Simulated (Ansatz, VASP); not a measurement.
**Two plane-wave programs on TePb**

```
Te Pb
1.0
     2.36606   -6.24289    0.00000
     2.36606    6.24289    0.00000
     0.00000    0.00000    4.70015
Te Pb
2 2
Direct
  0.85400 0.14600 0.75000
  0.14600 0.85400 0.25000
  0.55000 0.45000 0.75000
  0.45000 0.55000 0.25000
```

Alike in both runs: task single point; functional PBE; k mesh 4 × 4 × 4; occupations gaussian, width 0.1 eV; no spin polarisation.

```csv
,VASP,Ansatz
version,VASP 6.6.1,Ansatz 0.2.0
potentials or method,"VASP PAW PBE potentials, release 64 (Te, Pb_d), cutoff 500 eV","scalar-relativistic, plane waves, PAW"
valence electrons in the cell,40,60
```

Ansatz gave:

```
gap on the k mesh at the Fermi level (eV)                     : none
pressure (GPa)                                                : 4.3
traceless stress, the component that is largest in VASP (GPa) : 9.85
rms of the force components (eV/Å)                            : 1.413
```

Which values does VASP return?

gap on the k mesh at the Fermi level (eV): none; pressure (GPa): 4.2; traceless stress, the component that is largest in VASP (GPa): 9.84; rms of the force components (eV/Å): 1.411.

Atom by atom the forces differ by 0.002 eV/Å (rms over components). A gap of «none» marks a metal or a gap that the smearing closes. VASP's potentials hold 40 valence electrons a cell and Ansatz's 60, so a difference there can come from the potentials and not from the codes.

Spin-orbit coupling is off throughout.
